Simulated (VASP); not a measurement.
Input of a VASP 6.6.1 run:

INCAR

```
SYSTEM = Re
PREC = Accurate
ENCUT = 600
EDIFF = 1E-6
ISMEAR = -1
SIGMA = 0.05
LREAL = .False.
LASPH = .True.
NELM = 80
ALGO = Normal
ISIF = 3
LWAVE = .False.
LCHARG = .False.
GGA = CA
IBRION = 2
NSW = 100
EDIFFG = -0.005
```

File KPOINTS:

```
Automatic mesh
0
Gamma
  14 14 8
  0 0 0
```

The input POSCAR:

```
Re
1.0
    2.7971304821      0.0000000000      0.0000000000
   -1.3985652410      2.4223860552      0.0000000000
    0.0000000000      0.0000000000      4.5168672541
Re
2
Direct
    0.3333333333      0.6666666667      0.2500000000
    0.6666666667      0.3333333333      0.7500000000
```

Potentials or basis: VASP PAW LDA potentials, release 64 (Re).

Command:

```console
$ cat potpaw_LDA.64/Re/POTCAR > POTCAR
$ mpirun -np 1 vasp_std > vasp.out
```

**Question.** Estimate the band gap on the k mesh.

**Answer.** Zero (bands 7 and 8 overlap by 3.38 eV).

**Question.** Predict the space group after relaxing (to 0.1 Å).

**Answer.** P6_3/mmc (No. 194).

**Question.** Predict the relaxed volume.

**Answer.** 14.40 Å³/atom.

Final structure:
```yaml
crystal:
  lattice:
    - [2.74074, 0.00000, 0.00000]
    - [-1.37037, 2.37355, 0.00000]
    - [0.00000, 0.00000, 4.42587]
  atoms:
    - { symbol: Re, position: [0.33333, 0.66667, 0.25000] }
    - { symbol: Re, position: [0.66667, 0.33333, 0.75000] }
```

Caveat: spin-orbit coupling is left out, which moves the levels of the heavy elements. Zero-point motion and thermal expansion aren't in these numbers.
